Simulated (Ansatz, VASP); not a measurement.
**NaH in VASP and in Ansatz**

```
CELL_PARAMETERS angstrom
0.00000 2.39751 2.39751
2.39751 0.00000 2.39751
2.39751 2.39751 0.00000
ATOMIC_POSITIONS crystal
Na 0.00000 0.00000 0.00000
H 0.50000 0.50000 0.50000
```

Alike in both runs: task single point; functional PBE; k mesh 6 × 6 × 6; occupations fermi-dirac, width 0.2 eV; no spin polarisation.

|  | VASP | Ansatz |
| --- | --- | --- |
| version | VASP 6.6.1 | Ansatz 0.2.0 |
| potentials or method | VASP PAW PBE potentials, release 64 (Na_pv, H) | plane waves |
| plane-wave cutoff (eV) | 500 | 420 |
| valence electrons in the cell | 8 | 10 |

|  | VASP | Ansatz | Ansatz less VASP |
| --- | --- | --- | --- |
| pressure (GPa) | 0.5 | 0.6 | +0.07 |

With one functional, cell and mesh, what is left measures potentials, basis and numerics. VASP's potentials hold 8 valence electrons a cell and Ansatz's 10, so a difference there can come from the potentials and not from the codes.
